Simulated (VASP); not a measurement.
# Hf: relaxation of cell and atoms with B3LYP

Hf:

```xyz
1
Lattice="0.0000 2.2200 2.2200 2.2200 0.0000 2.2200 2.2200 2.2200 0.0000" Properties=species:S:1:pos:R:3 pbc="T T T"
Hf    0.0000    0.0000    0.0000
```

This isn't the form of Hf at room conditions, which is hcp.

```json
{"Program": "VASP 6.6.1", "Task": "relaxation of cell and atoms", "Functional": "B3LYP", "Potentials or basis": "VASP PAW PBE potentials, release 64 (Hf_pv)", "Cutoff": "600 eV", "k mesh": "5 × 5 × 5", "Occupations": "fermi-dirac, width 0.05 eV", "Spin": "no spin polarisation", "Dipole correction": "no", "Grid for exact exchange (PRECFOCK)": "Normal", "Further INCAR settings": "ALGO = Normal; EDIFF = 1e-06; IBRION = 2; EDIFFG = -0.01; NSW = 60; ISIF = 3", "Share of exact exchange": "0.2"}
```

```yaml
Relaxed_volume: 22.76 Å³/atom
Relaxed_cell: a = 3.181 Å, b = 3.181 Å, c = 3.181 Å, α = 60.00°, β = 60.00°, γ = 60.00°
Space_group_after_relaxing_to_0.1_Å: Fm-3m (No. 225)
Energy_gained_by_relaxing: 12.4 meV/atom
Ionic_steps: 4
Pressure_after_relaxing: 0.0 GPa
Band_gap_on_the_k_mesh: zero (bands 5 and 6 overlap by 2.71 eV)
```

Step by step:
| step | energy change (eV) | largest force (eV/Å) | pressure (GPa) | volume (Å³) |
| --- | --- | --- | --- | --- |
| 1 | 0.0000 | 0.0000 | 4.49 | 21.88 |
| 2 | 0.0047 | 0.0000 | -4.72 | 23.88 |
| 3 | -0.0124 | 0.0000 | -0.11 | 22.78 |
| 4 | -0.0124 | 0.0000 | 0.01 | 22.76 |

Final structure:
```cif
data_structure
_symmetry_space_group_name_H-M 'P 1'
_symmetry_Int_Tables_number 1
_cell_length_a 3.1808
_cell_length_b 3.1808
_cell_length_c 3.1808
_cell_angle_alpha 60.000
_cell_angle_beta 60.000
_cell_angle_gamma 60.000
_cell_volume 22.76
loop_
_atom_site_label
_atom_site_type_symbol
_atom_site_fract_x
_atom_site_fract_y
_atom_site_fract_z
_atom_site_occupancy
Hf1 Hf 0.00000 0.00000 0.00000 1
```

Levels at points of the mesh, in eV from the Fermi level:
```csv
k point,band 1,band 2,band 3,band 4,band 5,band 6,band 7,band 8,band 9
"(0.00, 0.00, 0.00)",-31.80,-31.80,-31.80,-7.81,2.45,2.45,2.45,5.37,5.37
```

Wall time 16 min on 1 thread of Intel(R) Xeon(R) Platinum 8259CL CPU @ 2.50GHz (Skylake/Cascade Lake), with other jobs on the host, peak memory 0.18 GiB.

Caveat: the k points lie up to 0.48 Å⁻¹ apart in the final cell, too coarse for converged energies and pressures of a metal; the PAW data sets were made with another functional, which shifts forces and pressure a little; spin-orbit coupling is left out, which moves the levels of the heavy elements. Zero-point motion and thermal expansion aren't in these numbers.
